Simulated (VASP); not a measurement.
# Ga2O3 (P1) in VASP: single point with PBE

Aim: the single point of Ga2O3 with PBE.

Program: VASP 6.6.1. These are calculated values, not measurements. Logs are shortened: lines on timing, memory, paths and dates and some standing lists are left out, and cuts for length are marked.

## 1. The cell of the first run

The typed cell holds 10 atoms: a = 5.282 Å, b = 5.069 Å, c = 5.559 Å, α = 62.66°, β = 59.82°, γ = 57.09°.

## 2. Single point, PBE

Contents of INCAR:

```
  ALGO = Normal
  EDIFF = 1E-6
  ENCUT = 520
  GGA = PE
  ISIF = 2
  ISMEAR = -1
  LASPH = True
  LCHARG = False
  LREAL = False
  LWAVE = False
  NBANDS = 55
  NELM = 80
  PREC = Accurate
  SIGMA = 0.05
```

Contents of KPOINTS:

```
k-points
0
Gamma
  3 3 3
```

Contents of POSCAR:

```
Ga2O3
1.0
    2.5879344300      1.4654706900      4.3651750000
   -2.3591855900      1.5418598700      4.2133677300
    0.1805294000     -3.3803639000      4.4090976800
Ga O
4 6
Direct
    0.3249716100      0.3703114500      0.3519828200
    0.1472539800      0.1444032200      0.1397379000
    0.6408440500      0.6581364900      0.6333663000
    0.8465612600      0.8593385000      0.8563770900
    0.5572311100      0.9595837400      0.2478168800
    0.2492532400      0.5542121100      0.9476260700
    0.9584709700      0.2475453700      0.5499700200
    0.4495668700      0.0408968600      0.7539059100
    0.7462856700      0.4362255500      0.0805447400
    0.0795612400      0.7293467100      0.4386722800
```

Potentials or basis: VASP PAW PBE potentials, release 64 (Ga_d, O).

Command:

```bash
> cat potpaw_PBE.64/Ga_d/POTCAR potpaw_PBE.64/O/POTCAR > POTCAR
> mpirun -np 1 vasp_std > vasp.out
```

OUTCAR:

```text
EDIFF = 1E-6
   ENCUT = 520
   GGA = PE
   ISIF = 2
   ISMEAR = -1
   LASPH = True
   LREAL = False
   NELM = 80
   PREC = Accurate

 ion  position               nearest neighbor table
   1  0.325  0.370  0.352-  10 1.68   5 1.95   7 1.97   9 2.08   6 2.16   8 2.25   2 2.67   3 2.88

   2  0.147  0.144  0.140-   9 1.91   8 2.03  10 2.08   6 2.08   5 2.12   7 2.17   1 2.67
   3  0.641  0.658  0.633-   8 1.90   7 1.92   6 2.08   5 2.08  10 2.17   9 2.43   4 2.73   1 2.88

   4  0.847  0.859  0.856-   6 1.99   5 2.04   8 2.05   7 2.07   9 2.13  10 2.23   3 2.73
   5  0.557  0.960  0.248-   1 1.95   4 2.04   3 2.08   2 2.12
   6  0.249  0.554  0.948-   4 1.99   3 2.08   2 2.08   1 2.16
   7  0.958  0.248  0.550-   3 1.92   1 1.97   4 2.07   2 2.17
   8  0.450  0.041  0.754-   3 1.90   2 2.03   4 2.05   1 2.25
   9  0.746  0.436  0.081-   2 1.91   1 2.08   4 2.13   3 2.43
  10  0.080  0.729  0.439-   1 1.68   2 2.08   3 2.17   4 2.23

  Warning from LATTYP: Got some problem with cell dimensions!
  Tried to take original basis but could not verify dimensions!
  LATTYP: Found a triclinic cell.
 ALAT       =     9.0088629699
 B/A-ratio  =     0.6152018679
 C/A-ratio  =     0.5863140023
 COS(alpha) =     0.0072977328
 COS(beta)  =     0.2851144957
 COS(gamma) =     0.8749677593

  Lattice vectors:

 A1 = (  -7.4868350100,   4.9986129500,  -0.3475372200)
 A2 = (  -2.5397149900,   4.9222237700,  -0.1957299500)
 A3 = (  -2.5879344300,  -1.4654706900,  -4.3651750000)

Analysis of symmetry for initial positions (statically):
=====================================================================
 Subroutine PRICEL returns:
 Original cell was already a primitive cell.

 Routine SETGRP: Setting up the symmetry group for a
 triclinic supercell.

 Subroutine GETGRP returns: Found  1 space group operations
 (whereof  1 operations were pure point group operations)
 out of a pool of  2 trial point group operations.

The static configuration has the point symmetry C_1 .

Analysis of symmetry for dynamics (positions and initial velocities):
=====================================================================
 Subroutine PRICEL returns:
 Original cell was already a primitive cell.

 Routine SETGRP: Setting up the symmetry group for a
 triclinic supercell.

 Subroutine GETGRP returns: Found  1 space group operations
 (whereof  1 operations were pure point group operations)
 out of a pool of  2 trial point group operations.

The dynamic configuration has the point symmetry C_1 .

 Subroutine INISYM returns: Found  1 space group operations
 (whereof  1 operations are pure point group operations),
 and found     1 'primitive' translations

----------------------------------------------------------------------------------------

                                     Primitive cell

  volume of cell :     104.4077

  direct lattice vectors                    reciprocal lattice vectors
     2.587934430  1.465470690  4.365175000     0.201526605  0.106912782  0.073716360
    -2.359185590  1.541859870  4.213367730    -0.203215718  0.101739761  0.086322385
     0.180529400 -3.380363900  4.409097680    -0.005324524 -0.203071035  0.071331429

  length of vectors
     5.282022504  5.069078431  5.558740263     0.239744483  0.243103191  0.215300647

  position of ions in fractional coordinates (direct lattice)
     0.324971610  0.370311450  0.351982820
     0.147253980  0.144403220  0.139737900
     0.640844050  0.658136490  0.633366300
     0.846561260  0.859338500  0.856377090
     0.557231110  0.959583740  0.247816880
     0.249253240  0.554212110  0.947626070
     0.958470970  0.247545370  0.549970020
     0.449566870  0.040896860  0.753905910
     0.746285670  0.436225550  0.080544740
     0.079561240  0.729346710  0.438672280

  ion indices of the primitive-cell ions
   primitive index   ion index
                 1           1
                 2           2
                 3           3
                 4           4
                 5           5
                 6           6
                 7           7
                 8           8
                 9           9
                10          10

----------------------------------------------------------------------------------------

 KPOINTS: k-points

Automatic generation of k-mesh.
 Grid dimensions read from file:
 generate k-points for:    3    3    3

 Generating k-lattice:

  Cartesian coordinates                     Fractional coordinates (reciprocal lattice)
     0.067175535  0.035637594  0.024572120     0.333333333 -0.000000000 -0.000000000
    -0.067738573  0.033913254  0.028774128     0.000000000  0.333333333  0.000000000
    -0.001774841 -0.067690345  0.023777143     0.000000000  0.000000000  0.333333333

  Length of vectors
     0.079914828  0.081034397  0.071766882

  Shift w.r.t. Gamma in fractional coordinates (k-lattice)
     0.000000000  0.000000000  0.000000000

 Subroutine IBZKPT returns following result:
 ===========================================

 Found     14 irreducible k-points:

 Following reciprocal coordinates:
            Coordinates               Weight
  0.000000  0.000000  0.000000      1.000000
  0.333333  0.000000  0.000000      2.000000
  0.000000  0.333333 -0.000000      2.000000
  0.333333  0.333333  0.000000      2.000000
 -0.333333  0.333333 -0.000000      2.000000
  0.000000 -0.000000  0.333333      2.000000
  0.333333  0.000000  0.333333      2.000000
 -0.333333 -0.000000  0.333333      2.000000
  0.000000  0.333333  0.333333      2.000000
  0.333333  0.333333  0.333333      2.000000
 -0.333333  0.333333  0.333333      2.000000
  0.000000 -0.333333  0.333333      2.000000
  0.333333 -0.333333  0.333333      2.000000
 -0.333333 -0.333333  0.333333      2.000000
   k-points           NKPTS =     14   k-points in BZ     NKDIM =     14   number of bands    NBANDS=     55
   number of dos      NEDOS =    301   number of ions     NIONS =     10
   total plane-waves  NPLWV =  67200
   dimension x,y,z NGX =    40 NGY =   40 NGZ =   42
   dimension x,y,z NGXF=    80 NGYF=   80 NGZF=   84
   ions per type =               4   6
   NGX,Y,Z   is equivalent  to a cutoff of  12.59, 13.12, 12.56 a.u.
   NGXF,Y,Z  is equivalent  to a cutoff of  25.18, 26.24, 25.12 a.u.
 SYSTEM =  unknown system
   PREC   = accura    normal or accurate (medium, high low for compatibility)
   ISTART =      0    job   : 0-new  1-cont  2-samecut
   ICHARG =      2    charge: 1-file 2-atom 10-const
   ISPIN  =      1    spin polarized calculation?
   LNONCOLLINEAR =      F non collinear calculations
   LSORBIT =      F    spin-orbit coupling
   LASPH  =      T    aspherical Exc in radial PAW
   ENCUT  =  520.0 eV  38.22 Ry    6.18 a.u.   9.82  9.43 10.34*2*pi/ulx,y,z
   NELM   =     80;   NELMIN=  2; NELMDL= -5     # of ELM steps
   EDIFF  = 0.1E-05   stopping-criterion for ELM
   LREAL  =      F    real-space projection
   EDIFFG = 0.1E-04   stopping-criterion for IOM
   NSW    =      0    number of steps for IOM
   IBRION =     -1    ionic relax: 0-MD 1-quasi-New 2-CG
   NFREE  =      0    steps in history (QN), initial steepest desc. (CG)
   ISIF   =      2    stress and relaxation
   ISYM   =      2    0-nonsym 1-usesym 2-fastsym
   POTIM  = 0.5000    time-step for ionic-motion
   TEBEG  =    0.0;   TEEND  =   0.0 temperature during run
   PSTRESS=    0.0 pullay stress
   NELECT =      88.0000    total number of electrons
   NUPDOWN=      -1.0000    fix difference up-down
   EMIN   =  10.00;   EMAX   =-10.00  energy-range for DOS
   EFERMI =   0.00;   METHOD = LEGACY
   ISMEAR =    -1;   SIGMA  =   0.05  broadening in eV -4-tet -1-fermi 0-gaus
   EFERMI_NEDOS =   21; number of points for ismear=-14 and -15
   IALGO  =     38    algorithm
   IMIX   =      4    mixing-type and parameters
     AMIX     =   0.40;   BMIX     =  1.00
     AMIX_MAG =   1.60;   BMIX_MAG =  1.00
  volume/ion in A,a.u.               =      10.44        70.46
  Fermi-wavevector in a.u.,A,eV,Ry     =   1.546411  2.922293 32.536790  2.391387
  Thomas-Fermi vector in A             =   2.651651
   LORBIT       =      0    0 simple, 1 ext, 2 COOP (PROOUT), +10 PAW based schemes
   GGA     = PE    functional components
   LHFCALC =     F    Hartree Fock is set to
   AEXX    =    0.0000 exact exchange contribution
   IVDW    =     0    specifies the selected vdW correction
   LEPSILON=     F    determine dielectric tensor
   LRPA    =     F    only Hartree local field effects (RPA)
 non-spin polarized calculation
  energy-cutoff  :      520.00
  volume of cell :      104.41
 maximum number of plane-waves:      2824
   NGX = 19   NGY = 19   NGZ = 21

 number of electron      87.9999998 magnetization

 Free energy of the ion-electron system (eV)
  ---------------------------------------------------
  ext. energy  EPLUGINS =         0.00000000
  ---------------------------------------------------
  free energy    TOTEN  =       -57.48197334 eV

  energy without entropy =      -57.48197326  energy(sigma->0) =      -57.48197330

 E-fermi :   4.9038     XC(G=0): -11.7521

 val. band max:        4.1354630837   @ k =   0.0000   0.0000   0.0000
 cond. band min:       5.6152932835   @ k =   0.0000   0.0000   0.0000
 fundamental gap:      1.4798301999
 Fermi energy:         4.9038176387

 k-point     1 :       0.0000    0.0000    0.0000
  band No.  band energies     occupation
      1     -14.9162      2.00000
      2     -13.5263      2.00000
      3     -13.2323      2.00000
      4     -13.1192      2.00000
      5     -12.7638      2.00000
      6     -12.2873      2.00000
[... 47 lines left out ...]
     54      15.1061      0.00000
[... 753 lines left out ...]
     54      15.1245      0.00000
     55      15.4027      0.00000

------------------------ aborting loop because EDIFF is reached ----------------------------------------

  FORCE on cell =-STRESS in cart. coord.  units (eV):
  Direction    XX          YY          ZZ          XY          YZ          ZX
  --------------------------------------------------------------------------------------
  -------------------------------------------------------------------------------------
  Total        4.3397528    -13.3997047      8.9712662      2.0884316      2.2007644     -5.9955434
  in kB       66.5952248   -205.6237759    137.6676336     32.0478107     33.7716011    -92.0039886
  external PRESSURE =      -0.4536392 kB  Pullay stress =       0.0000000 kB

 VOLUME and BASIS-vectors are now :
 -----------------------------------------------------------------------------
  energy-cutoff  :      520.00
  volume of cell :      104.41
      direct lattice vectors                 reciprocal lattice vectors
     2.587934430  1.465470690  4.365175000     0.201526605  0.106912782  0.073716360
    -2.359185590  1.541859870  4.213367730    -0.203215718  0.101739761  0.086322385
     0.180529400 -3.380363900  4.409097680    -0.005324524 -0.203071035  0.071331429

 POSITION                                       TOTAL-FORCE (eV/Angst)
 -----------------------------------------------------------------------------------
      0.03092     -0.14263      4.53074         4.537736      1.474531     -0.372244
      0.06564     -0.03392      1.86733        -0.076436     -0.443076     -0.825558
      0.22014     -0.18712      8.36294        -0.138061     -0.594369     -1.051362
      0.31811     -0.32928     11.09195         0.586888     -0.095691      0.602802
     -0.77702      1.45844      7.56814         0.067848     -0.151778     -0.495912
     -0.49136     -1.98353      7.60131        -0.377901      0.484267     -0.269893
      1.99574     -0.07281      7.65176        -0.599323     -1.026281     -0.637595
      1.20307     -1.82659      5.45880         0.164757     -0.036662      0.721089
      0.91674      1.49399      5.45078         0.099993      0.721219     -0.091986
     -1.43557     -0.24173      5.35445        -4.265501     -0.332160      2.420658
 -----------------------------------------------------------------------------------
    total drift:                               -0.000933      0.000101     -0.000536

  FREE ENERGIE OF THE ION-ELECTRON SYSTEM (eV)
  ---------------------------------------------------
  free  energy   TOTEN  =       -57.4819733416 eV

  energy  without entropy=      -57.4819732623  energy(sigma->0) =      -57.48197330
```

It took 2.9 min on 1 thread of Intel Xeon 8259CL, shared host; peak memory 0.27 GiB.

What came out:

* Free energy: -57.4820 eV
* Pressure: 0.0 GPa
* Largest force: 4.916 eV/Å
* Band gap on the k mesh: 1.48 eV

Forces on the atoms (eV/Å):
```
Ga   4.538  1.475 -0.372
Ga  -0.076 -0.443 -0.826
Ga  -0.138 -0.594 -1.051
Ga   0.587 -0.096  0.603
O    0.068 -0.152 -0.496
O   -0.378  0.484 -0.270
O   -0.599 -1.026 -0.638
O    0.165 -0.037  0.721
O    0.100  0.721 -0.092
O   -4.266 -0.332  2.421
```

Levels at points of the mesh, in eV from the valence-band top:
| k point | band 40 | band 41 | band 42 | band 43 | band 44 | band 45 | band 46 | band 47 | band 48 | band 49 |
| --- | --- | --- | --- | --- | --- | --- | --- | --- | --- | --- |
| (0.00, 0.00, 0.00) | -0.97 | -0.78 | -0.51 | -0.41 | 0.00 | 1.48 | 5.29 | 5.83 | 7.16 | 7.99 |

Caveat: the k points lie up to 0.51 Å⁻¹ apart; forces of over 1 eV/Å act on the atoms, so gaps and moduli don't describe the material at rest. A hybrid or GW would open this gap; PBE tends to underestimate it.
